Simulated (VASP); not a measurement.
# MgO in VASP: single point with PBE

Aim: the single point of MgO with PBE.

Everything below comes from runs of VASP 6.6.1. Logs are shortened: lines on timing, memory, paths and dates and some standing lists are left out, and cuts for length are marked.

## Step 1: The cell of the first run

The typed cell holds 4 atoms: a = 3.008 Å, b = 3.008 Å, c = 4.254 Å, α = 90.00°, β = 90.00°, γ = 90.00°.

## Step 2: Single point, PBE

File INCAR:

```
SYSTEM = MgO
ALGO     = Normal         ! electronic algorithm
EDIFF    = 1E-7           ! SCF threshold, eV
ENCUT    = 520            ! plane-wave cutoff, eV
GGA      = PE             ! functional
ISIF     = 2              ! what is computed and relaxed
ISMEAR   = 0              ! smearing method
LASPH    = .True.         ! aspherical terms in the spheres
LCHARG   = .True.         ! write CHGCAR
LELF     = .True.         ! ELF
LREAL    = .False.        ! projectors in reciprocal space
LVHAR    = .True.       
LWAVE    = .False.        ! write WAVECAR
NBANDS   = 16             ! bands
NELM     = 100            ! most SCF steps
PREC     = Accurate       ! precision mode
SIGMA    = 0.05           ! smearing width, eV
```

File KPOINTS:

```
k-points
0
Gamma
  8 8 6
  0 0 0
```

File POSCAR:

```
MgO
1.0
    0.0000000000     -2.1269229054     -2.1269229054
    0.0000000000      2.1269229054     -2.1269229054
    4.2538458108      0.0000000000      0.0000000000
Mg O
2 2
Direct
    0.4999563163      0.5000405954      0.5000422643
    0.0000436837     -0.0000405954     -0.0000422643
    0.4999084319      0.5000054723     -0.0000379725
    0.0000915681     -0.0000054723      0.5000379725
```

Potentials or basis: VASP PAW PBE potentials, release 64 (Mg, O).

On the command line:

```sh
$ cat potpaw_PBE.64/Mg/POTCAR potpaw_PBE.64/O/POTCAR > POTCAR
$ mpirun -np 1 vasp_std > vasp.out
```

OUTCAR:

```text
SYSTEM = MgO
   EDIFF = 1E-7
   ENCUT = 520
   GGA = PE
   ISIF = 2
   ISMEAR = 0
   LASPH = .True.
   LREAL = .False.
   NELM = 100
   PREC = Accurate

 ion  position               nearest neighbor table
   1  0.500  0.500  0.500-   4 2.13   3 2.13   4 2.13   4 2.13   3 2.13   4 2.13   2 3.01   2 3.01
                             2 3.01   2 3.01   2 3.01   2 3.01   2 3.01   2 3.01
   2  0.000  1.000  1.000-   3 2.13   4 2.13   3 2.13   3 2.13   4 2.13   3 2.13   1 3.01   1 3.01
                             1 3.01   1 3.01   1 3.01   1 3.01   1 3.01   1 3.01
   3  0.500  0.500  1.000-   2 2.13   1 2.13   2 2.13   2 2.13   1 2.13   2 2.13
   4  0.000  1.000  0.500-   1 2.13   2 2.13   1 2.13   1 2.13   2 2.13   1 2.13

  LATTYP: Found a simple tetragonal cell.
 ALAT       =     3.0079232189
 C/A-ratio  =     1.4142135624

  Lattice vectors:

 A1 = (   0.0000000000,  -2.1269229054,  -2.1269229054)
 A2 = (   0.0000000000,   2.1269229054,  -2.1269229054)
 A3 = (   4.2538458108,   0.0000000000,   0.0000000000)

Analysis of symmetry for initial positions (statically):
=====================================================================
 Subroutine PRICEL returns:
 Original cell was already a primitive cell.

 Routine SETGRP: Setting up the symmetry group for a
 simple tetragonal supercell.

 Subroutine GETGRP returns: Found  2 space group operations
 (whereof  1 operations were pure point group operations)
 out of a pool of 16 trial point group operations.

The static configuration has the point symmetry C_1 .
 The point group associated with its full space group is S_2 .

Analysis of symmetry for dynamics (positions and initial velocities):
=====================================================================
 Subroutine PRICEL returns:
 Original cell was already a primitive cell.

 Routine SETGRP: Setting up the symmetry group for a
 simple tetragonal supercell.

 Subroutine GETGRP returns: Found  2 space group operations
 (whereof  1 operations were pure point group operations)
 out of a pool of 16 trial point group operations.

The dynamic configuration has the point symmetry C_1 .
 The point group associated with its full space group is S_2 .

 Subroutine INISYM returns: Found  2 space group operations
 (whereof  1 operations are pure point group operations),
 and found     1 'primitive' translations

----------------------------------------------------------------------------------------

                                     Primitive cell

[... 92 lines left out ...]
   ENCUT  =  520.0 eV  38.22 Ry    6.18 a.u.   5.59  5.59  7.91*2*pi/ulx,y,z
   NELM   =    100;   NELMIN=  2; NELMDL= -5     # of ELM steps
   EDIFF  = 0.1E-06   stopping-criterion for ELM
   LREAL  =      F    real-space projection
   EDIFFG = 0.1E-05   stopping-criterion for IOM
   NSW    =      0    number of steps for IOM
   IBRION =     -1    ionic relax: 0-MD 1-quasi-New 2-CG
   NFREE  =      0    steps in history (QN), initial steepest desc. (CG)
   ISIF   =      2    stress and relaxation
   ISYM   =      2    0-nonsym 1-usesym 2-fastsym
   POTIM  = 0.5000    time-step for ionic-motion
   TEBEG  =    0.0;   TEEND  =   0.0 temperature during run
   PSTRESS=    0.0 pullay stress
   NELECT =      16.0000    total number of electrons
   NUPDOWN=      -1.0000    fix difference up-down
   EMIN   =  10.00;   EMAX   =-10.00  energy-range for DOS
   EFERMI =   0.00;   METHOD = LEGACY
   ISMEAR =     0;   SIGMA  =   0.05  broadening in eV -4-tet -1-fermi 0-gaus
   EFERMI_NEDOS =   21; number of points for ismear=-14 and -15
   IALGO  =     38    algorithm
   IMIX   =      4    mixing-type and parameters
     AMIX     =   0.40;   BMIX     =  1.00
     AMIX_MAG =   1.60;   BMIX_MAG =  1.00
  volume/ion in A,a.u.               =       9.62        64.93
  Fermi-wavevector in a.u.,A,eV,Ry     =   1.221827  2.308918 20.311613  1.492861
  Thomas-Fermi vector in A             =   2.356996
   LORBIT       =      0    0 simple, 1 ext, 2 COOP (PROOUT), +10 PAW based schemes
   GGA     = PE    functional components
   LHFCALC =     F    Hartree Fock is set to
   AEXX    =    0.0000 exact exchange contribution
   IVDW    =     0    specifies the selected vdW correction
   LEPSILON=     F    determine dielectric tensor
   LRPA    =     F    only Hartree local field effects (RPA)
 non-spin polarized calculation
 Gauss-broadening in eV      SIGMA  =   0.05
  energy-cutoff  :      520.00
  volume of cell :       38.49
 maximum number of plane-waves:      1056
 NGX is ok and might be reduce to    24
   NGX = 11   NGY = 11   NGZ = 15

 number of electron      15.9999990 magnetization

 Free energy of the ion-electron system (eV)
  ---------------------------------------------------
  ext. energy  EPLUGINS =         0.00000000
  ---------------------------------------------------
  free energy    TOTEN  =       -23.82333443 eV

  energy without entropy =      -23.82333443  energy(sigma->0) =      -23.82333443

 E-fermi :   3.2895     XC(G=0): -10.9392

 val. band max:        2.9681316265   @ k =   0.0000   0.0000   0.0000
 cond. band min:       7.4118140082   @ k =   0.0000   0.0000   0.0000
 fundamental gap:      4.4436823817
 Fermi energy:         3.2895467176

 k-point     1 :       0.0000    0.0000    0.0000
  band No.  band energies     occupation
      1     -14.1461      2.00000
      2     -12.6876      2.00000
      3      -0.9954      2.00000
      4       1.6608      2.00000
      5       1.6608      2.00000
      6       2.9681      2.00000
[... 433 lines left out ...]
      3      -0.4089      2.00000
      4      -0.2557      2.00000
      5       0.6824      2.00000
      6       1.4490      2.00000
[... 8 lines left out ...]
     15      18.9237      0.00000
     16      20.4721      0.00000

 [... further k-points ...]
[... 5 lines left out ...]
  --------------------------------------------------------------------------------------
  -------------------------------------------------------------------------------------
  Total       -0.1765012     -0.1760696     -0.1760788     -0.0000002     -0.0000015     -0.0000006
  in kB       -7.3475598     -7.3295901     -7.3299751     -0.0000082     -0.0000627     -0.0000246
  external PRESSURE =      -7.3357083 kB  Pullay stress =       0.0000000 kB

 VOLUME and BASIS-vectors are now :
 -----------------------------------------------------------------------------
  energy-cutoff  :      520.00
  volume of cell :       38.49
      direct lattice vectors                 reciprocal lattice vectors
     0.000000000 -2.126922905 -2.126922905     0.000000000 -0.235081393 -0.235081393
     0.000000000  2.126922905 -2.126922905     0.000000000  0.235081393 -0.235081393
     4.253845811  0.000000000  0.000000000     0.235081393  0.000000000  0.000000000

 POSITION                                       TOTAL-FORCE (eV/Angst)
 -----------------------------------------------------------------------------------
      2.12710      0.00018     -2.12692        -0.002458     -0.001980     -0.000502
      4.25367      2.12674     -2.12693         0.002458      0.001980      0.000502
      4.25368      0.00021     -2.12674         0.002463     -0.002423     -0.001777
      2.12708      2.12672     -2.12711        -0.002463      0.002423      0.001777
 -----------------------------------------------------------------------------------
    total drift:                                0.000000      0.000000     -0.000000

  FREE ENERGIE OF THE ION-ELECTRON SYSTEM (eV)
  ---------------------------------------------------
  free  energy   TOTEN  =       -23.8233344272 eV

  energy  without entropy=      -23.8233344272  energy(sigma->0) =      -23.82333443
```

Run time: 50 s. Hardware: 1 thread of AMD EPYC 9R45 (Zen 5), shared host; peak memory 0.2 GiB.

Results:

```yaml
Free_energy: -23.8233 eV
Pressure: -0.7 GPa
Largest_force: 0.004 eV/Å
Band_gap_on_the_k_mesh: 4.44 eV
```

Forces on the atoms (eV/Å):
```
Mg  -0.002 -0.002 -0.001
Mg   0.002  0.002  0.001
O    0.002 -0.002 -0.002
O   -0.002  0.002  0.002
```

Levels at points of the mesh, in eV from the valence-band top:
| k point | band 4 | band 5 | band 6 | band 7 | band 8 | band 9 | band 10 | band 11 | band 12 | band 13 |
| --- | --- | --- | --- | --- | --- | --- | --- | --- | --- | --- |
| (0.00, 0.00, 0.00) | -1.31 | -1.31 | 0.00 | 0.00 | 0.00 | 4.44 | 9.08 | 9.65 | 12.79 | 15.63 |
| (0.50, 0.00, 0.00) | -3.41 | -1.93 | -1.93 | -0.62 | -0.62 | 9.21 | 9.21 | 11.60 | 11.61 | 13.67 |
| (0.00, 0.50, 0.00) | -3.41 | -1.93 | -1.93 | -0.62 | -0.62 | 9.21 | 9.21 | 11.60 | 11.60 | 13.68 |
| (0.50, 0.50, 0.00) | -3.96 | -1.31 | -1.31 | -1.31 | -1.31 | 9.08 | 9.08 | 9.65 | 9.65 | 12.79 |
| (0.00, 0.00, 0.50) | -2.57 | -0.71 | -0.71 | -0.71 | -0.71 | 7.77 | 7.77 | 11.09 | 11.09 | 15.16 |
| (0.50, 0.00, 0.50) | -4.49 | -0.62 | -0.62 | -0.62 | -0.62 | 7.71 | 7.71 | 12.27 | 12.27 | 16.01 |
| (0.00, 0.50, 0.50) | -4.49 | -0.62 | -0.62 | -0.62 | -0.62 | 7.71 | 7.71 | 12.27 | 12.27 | 16.01 |
| (0.50, 0.50, 0.50) | -2.86 | -2.86 | -2.86 | -1.72 | -1.72 | 11.45 | 11.45 | 11.45 | 11.45 | 11.81 |
